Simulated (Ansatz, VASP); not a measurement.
## NbI7: VASP beside Ansatz

The input INCAR:

```
SYSTEM = NbI7
  PREC = Accurate
  ENCUT = 600
  EDIFF = 1E-6
  ISMEAR = 0
  SIGMA = 0.1
  LREAL = .FALSE.
  LASPH = .TRUE.
  NELM = 80
  ALGO = Normal
  ISIF = 3
  LWAVE = .FALSE.
  LCHARG = .FALSE.
  GGA = PE
  IBRION = 2
  NSW = 90
  EDIFFG = -0.04
```

Contents of KPOINTS:

```
regular mesh
0
G
  4 4 4
  0 0 0
```

Contents of POSCAR:

```
NbI7
1.0
   -4.4078249000      4.4078249000      4.4078249000
    4.4078249000     -4.4078249000      4.4078249000
    4.4078249000      4.4078249000     -4.4078249000
Nb I
1 7
Direct
    0.0000000000      0.0000000000      0.0000000000
    0.0000000000      0.5000000000      0.5000000000
    0.5000000000      0.5000000000      0.0000000000
    0.5000000000      0.0000000000      0.5000000000
    0.0000000000      0.0000000000      0.5000000000
    0.0000000000      0.5000000000      0.0000000000
    0.5000000000      0.0000000000      0.0000000000
    0.5000000000      0.5000000000      0.5000000000
```

Input for Ansatz:

```yaml
crystal:
  lattice:
    - [-4.4078249, 4.4078249, 4.4078249]
    - [4.4078249, -4.4078249, 4.4078249]
    - [4.4078249, 4.4078249, -4.4078249]
  atoms:
    - { symbol: Nb, position: [0.0, 0.0, 0.0] }
    - { symbol: I, position: [0.0, 0.5, 0.5] }
    - { symbol: I, position: [0.5, 0.5, 0.0] }
    - { symbol: I, position: [0.5, 0.0, 0.5] }
    - { symbol: I, position: [0.0, 0.0, 0.5] }
    - { symbol: I, position: [0.0, 0.5, 0.0] }
    - { symbol: I, position: [0.5, 0.0, 0.0] }
    - { symbol: I, position: [0.5, 0.5, 0.5] }
basis:
  ecutwfc: 420
kpoints:
  mp_grid: { grid: [4, 4, 4] }
hamiltonian:
  xc: pbe
scf:
  occupations: { method: gaussian, width: 0.1 }
  lower_state_search: "off"
output:
  forces: true
  stress: true
  eigenvalues: true
relax:
  adjacent_minimum: "off"
  f_tol: 0.04
  max_steps: 70
  cell: { stress_tol: 0.4 }
```

Change from the starting cell: species swapped into the Fe7Co type (Im-3m, No. 229).

Alike in both runs: task relaxation of cell and atoms; functional PBE; k mesh 4 × 4 × 4; occupations gaussian, width 0.1 eV; no spin polarisation.

|  | VASP | Ansatz |
| --- | --- | --- |
| version | VASP 6.6.1 | Ansatz 0.2.0 |
| potentials or method | VASP PAW PBE potentials, release 64 (Nb_sv, I), cutoff 600 eV | scalar-relativistic, plane waves, PAW |
| valence electrons in the cell | 62 | 132 |

|  | VASP | Ansatz | Ansatz less VASP |
| --- | --- | --- | --- |
| gap on the k mesh at the Fermi level, each at its own relaxed structure (eV) | none | none | - |
| relaxed volume (Å³/atom) | 32.15 | 32.34 | +0.191 |
| relaxed cell length with the largest relative difference (Å) | 6.939 | 6.953 | +0.0137 |

A gap of «none» marks a metal or a gap that the smearing closes. VASP's potentials hold 62 valence electrons a cell and Ansatz's 132, so a difference there can come from the potentials and not from the codes.

Spin-orbit coupling is off throughout. Noted on VASP's run: the volume moved by over 15 % at a fixed basis, so the end points are rough.
